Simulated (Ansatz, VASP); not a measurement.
# One calculation of CsSnI3, two programs

The input INCAR:

```
ALGO = Normal
EDIFF = 1E-7
ENCUT = 520
GGA = PS
ISIF = 2
ISMEAR = -1
IVDW = 13
LASPH = T
LCHARG = T
LELF = T
LREAL = F
LVHAR = T
LWAVE = F
NBANDS = 30
NELM = 100
PREC = Accurate
SIGMA = 0.05
```

File KPOINTS:

```
k-points
0
Gamma
  5 5 5
```

File POSCAR:

```
CsSnI3
1.0
    6.2467985487      0.0000000000      0.0000000000
    0.0000000000      6.2467985487      0.0000000000
    0.0000000000      0.0000000000      6.2467985487
Cs I Sn
1 3 1
Direct
    0.0000000000      0.0000000000      0.0000000000
    0.5000000000      0.5000000000      0.0000000000
    0.5000000000      0.0000000000      0.5000000000
    0.0000000000      0.5000000000      0.5000000000
    0.5000000000      0.5000000000      0.5000000000
```

File input.yaml:

```yaml
crystal:
  lattice:
    - [6.2467985487, 0.0, 0.0]
    - [0.0, 6.2467985487, 0.0]
    - [0.0, 0.0, 6.2467985487]
  atoms:
    - { symbol: Cs, position: [0.0, 0.0, 0.0] }
    - { symbol: I, position: [0.5, 0.5, 0.0] }
    - { symbol: I, position: [0.5, 0.0, 0.5] }
    - { symbol: I, position: [0.0, 0.5, 0.5] }
    - { symbol: Sn, position: [0.5, 0.5, 0.5] }
hamiltonian:
  xc: pbesol
  pseudopotentials: { kind: paw }
  dispersion: d4
kpoints:
  mp_grid: { grid: [5, 5, 5] }
scf:
  occupations: { method: fermi_dirac, width: 0.05 }
output:
  forces: true
  stress: true
  eigenvalues: true
```

Alike in both runs: task single point; functional PBEsol; dispersion D4; k mesh 5 × 5 × 5; occupations fermi-dirac, width 0.05 eV; no spin polarisation.

|  | VASP | Ansatz |
| --- | --- | --- |
| version | VASP 6.6.1 | Ansatz 0.2.0 |
| potentials or method | VASP PAW PBE potentials, release 64 (Cs_sv, I, Sn_d) | Ansatz PAW |
| plane-wave cutoff (eV) | 520 | 420 |
| valence electrons in the cell | 44 | 74 |

```tsv
	VASP	Ansatz	Ansatz less VASP
gap on the k mesh at the Fermi level (eV)	1.74	1.75	+0.004
least direct gap on the mesh (eV)	1.74	1.75	+0.004
pressure (GPa)	-1.4	-1.4	0.00
```

VASP's potentials were made for PBE, not for PBEsol. VASP's potentials hold 44 valence electrons a cell and Ansatz's 74, so a difference there can come from the potentials and not from the codes.

Neither program's run includes spin-orbit coupling. Noted on Ansatz's run: odd divisions of the mesh miss points on the zone boundary, where band edges often lie, so the gap on the mesh can be too wide.
